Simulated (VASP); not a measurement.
# Mo (Im-3m) in VASP: a series of runs

Mo is run at these levels: PBE; tasks: single point, relaxation of cell and atoms.

Everything below comes from runs of VASP 6.6.1. Logs are shortened: lines on timing, memory, paths and dates and some standing lists are left out, and cuts for length are marked.

### 1 The cell of the first run

It takes space group Im-3m (No. 229, cubic). Conventional cell: a = 3.160 Å, b = 3.160 Å, c = 3.160 Å, α = 90.00°, β = 90.00°, γ = 90.00°. Mo (site symmetry m-3m) has 14 Mo at 2.74 to 3.16 Å within 3.6 Å.

### 2 Single point, PBE

Input file INCAR:

```
SYSTEM = Mo
  PREC = Accurate
  ENCUT = 500
  EDIFF = 1E-6
  ISMEAR = 1
  SIGMA = 0.2
  LREAL = .FALSE.
  LASPH = .TRUE.
  NELM = 120
  ALGO = Normal
  ISIF = 2
  LWAVE = .FALSE.
  LCHARG = .FALSE.
  GGA = PE
  NBANDS = 13
  GGA_COMPAT = .FALSE.
```

Input file KPOINTS:

```
Automatic mesh
0
G
  18 18 18
  0 0 0
```

Input file POSCAR:

```
Mo
1.0
   -1.5802354162      1.5802354162      1.5802354162
    1.5802354162     -1.5802354162      1.5802354162
    1.5802354162      1.5802354162     -1.5802354162
Mo
1
Direct
    0.0000000000      0.0000000000      0.0000000000
```

Potentials or basis: VASP PAW PBE potentials, release 64 (Mo_sv).

Command:

```
> cat potpaw_PBE.64/Mo_sv/POTCAR > POTCAR
> mpirun -np 1 vasp_std > vasp.out
```

OUTCAR:

```text
SYSTEM = Mo
   PREC = Accurate
   ENCUT = 500
   EDIFF = 1E-6
   ISMEAR = 1
   LREAL = .FALSE.
   LASPH = .TRUE.
   NELM = 120
   ISIF = 2
   GGA = PE

 ion  position               nearest neighbor table
   1  0.000  0.000  0.000-

  LATTYP: Found a body centered cubic cell.
 ALAT       =     3.1604708324

  Lattice vectors:

 A1 = (  -1.5802354162,   1.5802354162,   1.5802354162)
 A2 = (   1.5802354162,  -1.5802354162,   1.5802354162)
 A3 = (   1.5802354162,   1.5802354162,  -1.5802354162)

Analysis of symmetry for initial positions (statically):
=====================================================================
 Subroutine PRICEL returns:
 Original cell was already a primitive cell.

 Routine SETGRP: Setting up the symmetry group for a
 body centered cubic supercell.

 Subroutine GETGRP returns: Found 48 space group operations
 (whereof 48 operations were pure point group operations)
 out of a pool of 48 trial point group operations.

The static configuration has the point symmetry O_h .

Analysis of symmetry for dynamics (positions and initial velocities):
=====================================================================
 Subroutine PRICEL returns:
 Original cell was already a primitive cell.

 Routine SETGRP: Setting up the symmetry group for a
 body centered cubic supercell.

 Subroutine GETGRP returns: Found 48 space group operations
 (whereof 48 operations were pure point group operations)
 out of a pool of 48 trial point group operations.

The dynamic configuration has the point symmetry O_h .

 Subroutine INISYM returns: Found 48 space group operations
 (whereof 48 operations are pure point group operations),
 and found     1 'primitive' translations

----------------------------------------------------------------------------------------

                                     Primitive cell

  volume of cell :      15.7843

  direct lattice vectors                    reciprocal lattice vectors
    -1.580235416  1.580235416  1.580235416     0.000000000  0.316408552  0.316408552
     1.580235416 -1.580235416  1.580235416     0.316408552  0.000000000  0.316408552
     1.580235416  1.580235416 -1.580235416     0.316408552  0.316408552  0.000000000

  length of vectors
     2.737048029  2.737048029  2.737048029     0.447469266  0.447469266  0.447469266

  position of ions in fractional coordinates (direct lattice)
     0.000000000  0.000000000  0.000000000

  ion indices of the primitive-cell ions
   primitive index   ion index
                 1           1

----------------------------------------------------------------------------------------

 KPOINTS: Automatic mesh

Automatic generation of k-mesh.
 Grid dimensions read from file:
 generate k-points for:   18   18   18

 Generating k-lattice:

  Cartesian coordinates                     Fractional coordinates (reciprocal lattice)
     0.000000000  0.017578253  0.017578253     0.055555556  0.000000000  0.000000000
     0.017578253  0.000000000  0.017578253     0.000000000  0.055555556  0.000000000
     0.017578253  0.017578253  0.000000000     0.000000000  0.000000000  0.055555556

  Length of vectors
     0.024859404  0.024859404  0.024859404

  Shift w.r.t. Gamma in fractional coordinates (k-lattice)
     0.000000000  0.000000000  0.000000000

 Subroutine IBZKPT returns following result:
 ===========================================

 Found    195 irreducible k-points:

 Following reciprocal coordinates:
            Coordinates               Weight
  0.000000  0.000000  0.000000      1.000000
  0.055556  0.000000  0.000000     12.000000
  0.111111  0.000000  0.000000     12.000000
  0.166667  0.000000  0.000000     12.000000
  0.222222  0.000000  0.000000     12.000000
  0.277778  0.000000  0.000000     12.000000
[... 16 lines left out ...]
  0.333333  0.111111  0.000000     48.000000
  0.388889  0.111111  0.000000     48.000000
 [... further k-points ...]
   k-points           NKPTS =    195   k-points in BZ     NKDIM =    195   number of bands    NBANDS=     13
   number of dos      NEDOS =    301   number of ions     NIONS =      1
   total plane-waves  NPLWV =   8000
   dimension x,y,z NGX =    20 NGY =   20 NGZ =   20
   dimension x,y,z NGXF=    40 NGYF=   40 NGZF=   40
   ions per type =               1
   NGX,Y,Z   is equivalent  to a cutoff of  12.15, 12.15, 12.15 a.u.
   NGXF,Y,Z  is equivalent  to a cutoff of  24.30, 24.30, 24.30 a.u.
 SYSTEM =  Mo
   PREC   = accura    normal or accurate (medium, high low for compatibility)
   ISTART =      0    job   : 0-new  1-cont  2-samecut
   ICHARG =      2    charge: 1-file 2-atom 10-const
   ISPIN  =      1    spin polarized calculation?
   LNONCOLLINEAR =      F non collinear calculations
   LSORBIT =      F    spin-orbit coupling
   LASPH  =      T    aspherical Exc in radial PAW
   ENCUT  =  500.0 eV  36.75 Ry    6.06 a.u.   4.99  4.99  4.99*2*pi/ulx,y,z
   NELM   =    120;   NELMIN=  2; NELMDL= -5     # of ELM steps
   EDIFF  = 0.1E-05   stopping-criterion for ELM
   LREAL  =      F    real-space projection
   EDIFFG = 0.1E-04   stopping-criterion for IOM
   NSW    =      0    number of steps for IOM
   IBRION =     -1    ionic relax: 0-MD 1-quasi-New 2-CG
   NFREE  =      0    steps in history (QN), initial steepest desc. (CG)
   ISIF   =      2    stress and relaxation
   ISYM   =      2    0-nonsym 1-usesym 2-fastsym
   POTIM  = 0.5000    time-step for ionic-motion
   TEBEG  =    0.0;   TEEND  =   0.0 temperature during run
   PSTRESS=    0.0 pullay stress
   NELECT =      14.0000    total number of electrons
   NUPDOWN=      -1.0000    fix difference up-down
   EMIN   =  10.00;   EMAX   =-10.00  energy-range for DOS
   EFERMI =   0.00;   METHOD = LEGACY
   ISMEAR =     1;   SIGMA  =   0.20  broadening in eV -4-tet -1-fermi 0-gaus
   EFERMI_NEDOS =   21; number of points for ismear=-14 and -15
   IALGO  =     38    algorithm
   IMIX   =      4    mixing-type and parameters
     AMIX     =   0.40;   BMIX     =  1.00
     AMIX_MAG =   1.60;   BMIX_MAG =  1.00
  volume/ion in A,a.u.               =      15.78       106.52
  Fermi-wavevector in a.u.,A,eV,Ry     =   1.572929  2.972404 33.662241  2.474105
  Thomas-Fermi vector in A             =   2.674290
   LORBIT       =      0    0 simple, 1 ext, 2 COOP (PROOUT), +10 PAW based schemes
   GGA     = PE    functional components
   LHFCALC =     F    Hartree Fock is set to
   AEXX    =    0.0000 exact exchange contribution
   IVDW    =     0    specifies the selected vdW correction
   LEPSILON=     F    determine dielectric tensor
   LRPA    =     F    only Hartree local field effects (RPA)
 non-spin polarized calculation
 Methfessel and Paxton  Order N= 1 SIGMA  =   0.20
  energy-cutoff  :      500.00
  volume of cell :       15.78
 maximum number of plane-waves:       418
   NGX =  9   NGY =  9   NGZ =  9

 number of electron      14.0000004 magnetization

 Free energy of the ion-electron system (eV)
  ---------------------------------------------------
  ext. energy  EPLUGINS =         0.00000000
  ---------------------------------------------------
  free energy    TOTEN  =       -10.93291137 eV

  energy without entropy =      -10.93462560  energy(sigma->0) =      -10.93348278

 E-fermi :  12.4655     XC(G=0): -13.3360

 val. band max:       12.4582840096   @ k =  -0.3889   0.4444   0.2778
 cond. band min:      12.5131093604   @ k =  -0.3333   0.3889   0.2778
 fundamental gap:      0.0548253508
 Fermi energy:        12.4654956268

 k-point     1 :       0.0000    0.0000    0.0000
  band No.  band energies     occupation
      1     -48.8435      2.00000
      2     -22.1318      2.00000
      3     -22.1318      2.00000
      4     -22.1318      2.00000
      5       5.2341      2.00000
      6      11.0915      2.00000
      7      11.0915      2.00000
      8      11.0915      2.00000
      9      14.0813     -0.00000
     10      14.0813     -0.00000
     11      27.2549      0.00000
     12      27.2549      0.00000
     13      27.2549      0.00000

 k-point     2 :       0.0556    0.0000    0.0000
  band No.  band energies     occupation
      1     -48.8360      2.00000
      2     -22.1757      2.00000
      3     -22.1454      2.00000
      4     -22.1321      2.00000
      5       5.3698      2.00000
      6      11.0151      2.00000
      7      11.0794      2.00000
      8      11.2181      2.00000
      9      13.9676     -0.00000
     10      14.0833     -0.00000
     11      27.3568      0.00000
     12      27.4831      0.00000
     13      27.5210      0.00000

 k-point     3 :       0.1111    0.0000    0.0000
  band No.  band energies     occupation
      1     -48.8144      2.00000
      2     -22.3007      2.00000
      3     -22.1842      2.00000
      4     -22.1330      2.00000
      5       5.7576      2.00000
      6      10.8027      2.00000
      7      11.0258      2.00000
      8      11.5927      2.00000
      9      13.7163     -0.00000
     10      14.0941     -0.00000
     11      27.5993      0.00000
     12      28.1485      0.00000
     13      28.1804      0.00000

 k-point     4 :       0.1667    0.0000    0.0000
  band No.  band energies     occupation
      1     -48.7810      2.00000
      2     -22.4891      2.00000
      3     -22.2431      2.00000
      4     -22.1344      2.00000
      5       6.3307      2.00000
      6      10.4969      2.00000
      7      10.9127      2.00000
      8      12.1993      2.06793
      9      13.5187     -0.00000
     10      14.1262     -0.00000
     11      27.7648      0.00000
     12      28.8209      0.00000
     13      29.2005      0.00000

 k-point     5 :       0.2222    0.0000    0.0000
  band No.  band energies     occupation
      1     -48.7398      2.00000
      2     -22.7153      2.00000
      3     -22.3147      2.00000
      4     -22.1362      2.00000
      5       6.9462      2.00000
      6      10.1492      2.00000
      7      10.8343      2.00000
      8      13.0093     -0.00082
      9      13.5007     -0.00000
     10      14.1919     -0.00000
     11      27.5226      0.00000
     12      28.8396      0.00000
     13      30.5718      0.00000
[... 257 lines left out ...]
 k-point    22 :       0.2778    0.1111    0.0000
  band No.  band energies     occupation
      1     -48.6426      2.00000
      2     -23.1643      2.00000
      3     -22.4884      2.00000
      4     -22.1967      2.00000
      5       7.8278      2.00000
      6       9.5665      2.00000
      7      11.0681      2.00000
      8      13.5977     -0.00000
      9      14.6872     -0.00000
     10      15.7891     -0.00000
     11      26.0438      0.00000
     12      26.9359      0.00000
     13      31.4630      0.00000

 k-point    23 :       0.3333    0.1111    0.0000
  band No.  band energies     occupation
      1     -48.6103      2.00000
      2     -23.3107      2.00000
      3     -22.5576      2.00000
      4     -22.1997      2.00000
      5       7.7114      2.00000
      6       9.3618      2.00000
      7      11.8095      2.00004
      8      13.8621     -0.00000
      9      14.8531     -0.00000
     10      16.8903      0.00000
     11      24.9981      0.00000
     12      25.8349      0.00000
     13      30.2207      0.00000

 k-point    24 :       0.3889    0.1111    0.0000
  band No.  band energies     occupation
      1     -48.5891      2.00000
      2     -23.4050      2.00000
      3     -22.6029      2.00000
      4     -22.2016      2.00000
      5       7.5794      2.00000
      6       9.2361      2.00000
      7      12.4352      1.25288
      8      13.9814     -0.00000
      9      15.0999     -0.00000
     10      17.7558      0.00000
     11      24.0205      0.00000
     12      25.1820      0.00000
     13      29.3146      0.00000

 [... further k-points ...]

------------------------ aborting loop because EDIFF is reached ----------------------------------------

  FORCE on cell =-STRESS in cart. coord.  units (eV):
  Direction    XX          YY          ZZ          XY          YZ          ZX
  --------------------------------------------------------------------------------------
  -------------------------------------------------------------------------------------
  Total        0.0525829      0.0525829      0.0525829      0.0000000      0.0000000      0.0000000
  in kB        5.3374033      5.3374033      5.3374033      0.0000000      0.0000000      0.0000000
  external PRESSURE =       5.3374033 kB  Pullay stress =       0.0000000 kB

 VOLUME and BASIS-vectors are now :
 -----------------------------------------------------------------------------
  energy-cutoff  :      500.00
  volume of cell :       15.78
      direct lattice vectors                 reciprocal lattice vectors
    -1.580235416  1.580235416  1.580235416     0.000000000  0.316408552  0.316408552
     1.580235416 -1.580235416  1.580235416     0.316408552  0.000000000  0.316408552
     1.580235416  1.580235416 -1.580235416     0.316408552  0.316408552  0.000000000

 POSITION                                       TOTAL-FORCE (eV/Angst)
 -----------------------------------------------------------------------------------
      0.00000      0.00000      0.00000        -0.000000      0.000000     -0.000000
 -----------------------------------------------------------------------------------
    total drift:                                0.000000     -0.000000      0.000000

  FREE ENERGIE OF THE ION-ELECTRON SYSTEM (eV)
  ---------------------------------------------------
  free  energy   TOTEN  =       -10.9329113717 eV

  energy  without entropy=      -10.9346256021  energy(sigma->0) =      -10.93348278
```

It took 23 s on 1 thread of Intel Xeon 8259CL, shared host; peak memory 0.15 GiB.

What came out:

* Free energy: -10.9329 eV
* Pressure: 0.5 GPa
* Band gap on the k mesh: zero (bands 7 and 8 overlap by 5.27 eV)

### 3 Relaxation of cell and atoms, PBE

This run uses another cell than the first one, of 15.58 Å³/atom.

Input file INCAR:

```
SYSTEM = Mo
  PREC = Accurate
  ENCUT = 500
  EDIFF = 1E-7
  ISMEAR = 1
  SIGMA = 0.2
  LREAL = .False.
  LASPH = .True.
  NELM = 120
  ALGO = Normal
  ISIF = 3
  LWAVE = .False.
  LCHARG = .False.
  GGA = PE
  IBRION = 2
  NSW = 100
  EDIFFG = -0.002
  GGA_COMPAT = .False.
  NELMIN = 4
```

Input file KPOINTS:

```
Automatic mesh
0
Gamma
  18 18 18
  0 0 0
```

Input file POSCAR:

```
Mo
1.0
   -1.5734150000      1.5734150000      1.5734150000
    1.5734150000     -1.5734150000      1.5734150000
    1.5734150000      1.5734150000     -1.5734150000
Mo
1
Direct
    0.0000000000      0.0000000000      0.0000000000
```

Potentials or basis: VASP PAW PBE potentials, release 64 (Mo_sv).

Command:

```
> cat potpaw_PBE.64/Mo_sv/POTCAR > POTCAR
> mpirun -np 1 vasp_std > vasp.out
```

It took 71 s on 1 thread of Intel Xeon 8259CL, shared host; peak memory 0.16 GiB.

Results (log left out):

```
Free energy                           : -10.9329 eV
Relaxed volume                        : 15.82 Å³/atom
Relaxed cell                          : a = 2.739 Å, b = 2.739 Å, c = 2.739 Å, α = 109.47°, β = 109.47°, γ = 109.47°
Space group after relaxing (to 0.1 Å) : Im-3m (No. 229)
Energy gained by relaxing             : 2.9 meV/atom
Ionic steps                           : 6
Pressure after relaxing               : 0.0 GPa
Band gap on the k mesh                : zero (bands 7 and 8 overlap by 5.26 eV)
```

Step by step:
```
step  energy change (eV)  largest force (eV/Å)  pressure (GPa)  volume (Å³)
   1              0.0000                0.0000            4.03        15.58
   2              0.0182                0.0000           -9.79        16.48
   3             -0.0029                0.0000           -0.06        15.82
   4             -0.0029                0.0000            0.02        15.81
   5             -0.0029                0.0000            0.02        15.81
   6             -0.0029                0.0000            0.02        15.82
```

Final structure:
```
Mo
1.0
    -1.58126    1.58126    1.58126
     1.58126   -1.58126    1.58126
     1.58126    1.58126   -1.58126
Mo
1
Direct
  0.00000 0.00000 0.00000
```

Levels at points of the mesh, in eV from the Fermi level:
```csv
k point,band 3,band 4,band 5,band 6,band 7,band 8,band 9,band 10,band 11
"(0.00, 0.00, 0.00)",-34.60,-34.60,-7.22,-1.37,-1.37,-1.37,1.61,1.61,14.79
"(0.50, 0.00, 0.00)",-35.03,-34.61,-5.28,-3.38,1.56,1.63,2.25,4.63,11.44
"(0.50, 0.50, 0.50)",-35.53,-35.53,-5.38,-5.38,3.89,3.89,3.89,8.95,8.95
```

PBE usually gives volumes a little too large and moduli too small. Zero-point motion and thermal expansion aren't in these numbers.

The gap in the log of VASP goes by the Fermi energy; the results here count the filled bands.